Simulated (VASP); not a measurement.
Here is a VASP 6.6.1 calculation.

Contents of INCAR:

```
PREC     = Accurate       # precision mode
ENCUT    = 600            # plane-wave cutoff, eV
EDIFF    = 1E-6           # SCF threshold, eV
ISMEAR   = -1             # smearing method
SIGMA    = 0.05           # smearing width, eV
LREAL    = Auto         
LASPH    = True           # aspherical terms in the spheres
NELM     = 120            # most SCF steps
ALGO     = Normal         # electronic algorithm
ISIF     = 2              # what is computed and relaxed
LWAVE    = False          # write WAVECAR
LCHARG   = False          # write CHGCAR
GGA      = PS             # functional
NBANDS   = 179            # bands
ISYM     = 0            
GGA_COMPAT= False
```

KPOINTS

```
Automatic mesh
0
Gamma
  1 1 1
  0.25 0.25 0.25
```

POSCAR

```
K8Ta7NbO24
1.0
    7.9712705441      0.0000000000      0.0000000000
    0.0000000000      7.9712705441      0.0000000000
    0.0000000000      0.0000000000      7.9712705441
K Nb Ta O
8 1 7 24
Direct
    0.0008710000      0.0007530000      0.0012290000
    0.0008350000      0.0007330000      0.5005430000
    0.0008310000      0.5001170000      0.0011690000
    0.0006810000      0.5002000000      0.5006260000
    0.5002350000      0.0007300000      0.0012070000
    0.5003150000      0.0005920000      0.5006370000
    0.5003200000      0.5001980000      0.0010450000
    0.5005160000      0.5004010000      0.5008440000
    0.2534880000      0.2538490000      0.2545990000
    0.2502950000      0.2503820000      0.7544460000
    0.2503810000      0.7536670000      0.2509440000
    0.2507320000      0.7503900000      0.7509610000
    0.7533320000      0.2501780000      0.2508240000
    0.7503040000      0.2504370000      0.7508210000
    0.7503790000      0.7501590000      0.2508350000
    0.7507630000      0.7504740000      0.7508710000
    0.2494800000      0.2491610000      0.9991060000
    0.2494740000      0.2490960000      0.4990290000
    0.2498110000      0.7490170000      0.9996470000
    0.2498270000      0.7490360000      0.4995960000
    0.7494170000      0.2497060000      0.9997460000
    0.7494020000      0.2497250000      0.4997000000
    0.7498390000      0.7497060000      0.0000310000
    0.7498340000      0.7496880000      0.4999820000
    0.9991780000      0.2493360000      0.2494770000
    0.9996640000      0.2495610000      0.7493550000
    0.9996930000      0.7492000000      0.2498980000
    0.9999020000      0.7496120000      0.7499140000
    0.4991300000      0.2492800000      0.2493700000
    0.4996010000      0.2495720000      0.7493470000
    0.4996410000      0.7492050000      0.2498990000
    0.4998520000      0.7496050000      0.7499300000
    0.2494960000      0.9989000000      0.2493140000
    0.2497990000      0.9993800000      0.7492870000
    0.2494730000      0.4988460000      0.2492940000
    0.2497890000      0.4993190000      0.7492590000
    0.7494510000      0.9995240000      0.2500070000
    0.7498170000      0.9997270000      0.7499890000
    0.7494320000      0.4994730000      0.2499870000
    0.7498260000      0.4996820000      0.7500110000
```

Potentials or basis: VASP PAW PBE potentials, release 64 (K_sv, Nb_sv, Ta_pv, O).

The run is started by

```console
$ cat potpaw_PBE.64/K_sv/POTCAR potpaw_PBE.64/Nb_sv/POTCAR potpaw_PBE.64/Ta_pv/POTCAR potpaw_PBE.64/O/POTCAR > POTCAR
$ mpirun -np 1 vasp_std > vasp.out
```

Task: Predict the band gap on the k mesh.

Result: 2.95 eV.

Task: Predict the pressure.

Result: 0.5 GPa.

Task: Estimate the largest force.

Result: 0.107 eV/Å.

Forces on the atoms (eV/Å):
```
K   -0.003 -0.002 -0.003
K   -0.003 -0.003 -0.001
K   -0.003  0.000 -0.002
K   -0.001  0.001  0.000
K    0.000 -0.002 -0.003
K    0.000 -0.001 -0.001
K    0.000  0.000 -0.001
K   -0.002 -0.002 -0.002
Nb  -0.031 -0.039 -0.046
Ta  -0.017 -0.027 -0.075
Ta  -0.021 -0.061 -0.034
Ta  -0.018 -0.029 -0.036
Ta  -0.048 -0.020 -0.030
Ta  -0.018 -0.012 -0.027
Ta  -0.017 -0.016 -0.013
Ta  -0.013 -0.011 -0.013
O    0.007  0.010  0.107
O    0.011  0.016 -0.040
O    0.004  0.008  0.018
O    0.003  0.008  0.022
O    0.005  0.002  0.014
O    0.004  0.002  0.019
O    0.003  0.002  0.010
O    0.003  0.002  0.012
O    0.101  0.007  0.012
O    0.007  0.005  0.007
O    0.007  0.004  0.004
O    0.009  0.004  0.004
O   -0.045  0.012  0.018
O    0.014  0.005  0.008
O    0.012  0.004  0.004
O    0.012  0.004  0.003
O    0.007  0.105  0.016
O    0.004  0.014  0.009
O    0.011 -0.042  0.020
O    0.004  0.018  0.009
O    0.003  0.007  0.002
O    0.003  0.007  0.002
O    0.003  0.013  0.003
O    0.003  0.010  0.002
```

Caveat: the PAW data sets were made with another functional, which shifts forces and pressure a little; spin-orbit coupling is left out, which moves the levels of the heavy elements; a shifted mesh leaves out Γ, where band edges can lie. A k mesh can miss the band edges.
